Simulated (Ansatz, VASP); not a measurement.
## NaF: VASP beside Ansatz

The input POSCAR:

```
NaF
1.0
    0.0000000000      2.2971680881      2.2971680881
    2.2971680881      0.0000000000      2.2971680881
    2.2971680881      2.2971680881      0.0000000000
Na F
1 1
Direct
    0.0000000000      0.0000000000      0.0000000000
    0.5000000000      0.5000000000      0.5000000000
```

File INCAR.step1:

```
SYSTEM = NaF
PREC     = Accurate       ! precision mode
ENCUT    = 520            ! plane-wave cutoff, eV
EDIFF    = 1E-5           ! SCF threshold, eV
ISMEAR   = 0              ! smearing method
SIGMA    = 0.01           ! smearing width, eV
LREAL    = .FALSE.        ! projectors in reciprocal space
LASPH    = .TRUE.         ! aspherical terms in the spheres
NELM     = 80             ! most SCF steps
ALGO     = Normal         ! electronic algorithm
ISIF     = 2              ! what is computed and relaxed
LWAVE    = .TRUE.         ! write WAVECAR
LCHARG   = .FALSE.        ! write CHGCAR
GGA      = PE             ! functional
NBANDS   = 14             ! bands
```

The input INCAR.step2:

```
SYSTEM = NaF
PREC     = Accurate       ! precision mode
ENCUT    = 520            ! plane-wave cutoff, eV
EDIFF    = 1E-6           ! SCF threshold, eV
ISMEAR   = 0              ! smearing method
SIGMA    = 0.01           ! smearing width, eV
LREAL    = .FALSE.        ! projectors in reciprocal space
LASPH    = .TRUE.         ! aspherical terms in the spheres
NELM     = 80             ! most SCF steps
ALGO     = Normal         ! electronic algorithm
ISIF     = 2              ! what is computed and relaxed
LWAVE    = .FALSE.        ! write WAVECAR
LCHARG   = .FALSE.        ! write CHGCAR
GGA      = PE             ! functional
LHFCALC  = .TRUE.         ! exact exchange
AEXX     = 0.2            ! exact-exchange fraction
HFSCREEN = 0.5            ! screening, 1/A
PRECFOCK = Normal       
ISTART   = 1            
NBANDS   = 14             ! bands
```

The input KPOINTS:

```
regular mesh
0
G
  4 4 4
  0 0 0
```

Input for Ansatz:

```yaml
crystal:
  lattice:
    - [0.0, 2.2971680881, 2.2971680881]
    - [2.2971680881, 0.0, 2.2971680881]
    - [2.2971680881, 2.2971680881, 0.0]
  atoms:
    - { symbol: Na, position: [0.0, 0.0, 0.0] }
    - { symbol: F, position: [0.5, 0.5, 0.5] }
kpoints:
  mp_grid: { grid: [4, 4, 4] }
hamiltonian:
  xc: { exchange: pbe, correlation: pbe, exx: { coeff: 0.2, omega: 0.5 } }
scf:
  occupations: { method: fixed }
  n_extra_bands: 4
output:
  forces: true
  stress: true
  eigenvalues: true
```

Alike in both runs: task single point; functional PBE-based screened hybrid; k mesh 4 × 4 × 4; no spin polarisation.

|  | VASP | Ansatz |
| --- | --- | --- |
| version | VASP 6.6.1 | Ansatz 0.2.0 |
| potentials or method | VASP PAW PBE potentials, release 64 (Na_pv, F) | plane waves |
| plane-wave cutoff (eV) | 520 | 420 |
| occupations | gaussian, width 0.01 eV | fixed |
| valence electrons in the cell | 14 | 16 |

VASP gave:

| Property | Result |
| --- | --- |
| gap on the k mesh at the Fermi level (eV) | 7.55 |
| pressure (GPa) | 2.1 |

Question: Which values does Ansatz return?

Answer: gap on the k mesh at the Fermi level (eV): 7.58; pressure (GPa): 2.0.

VASP's potentials were made for PBE, not for PBE-based screened hybrid. VASP's potentials hold 14 valence electrons a cell and Ansatz's 16, so a difference there can come from the potentials and not from the codes. Ansatz's warnings: stress exchange threshold loose, stress scf threshold loose.

The k mesh is coarse, so the values compare programs but aren't converged.
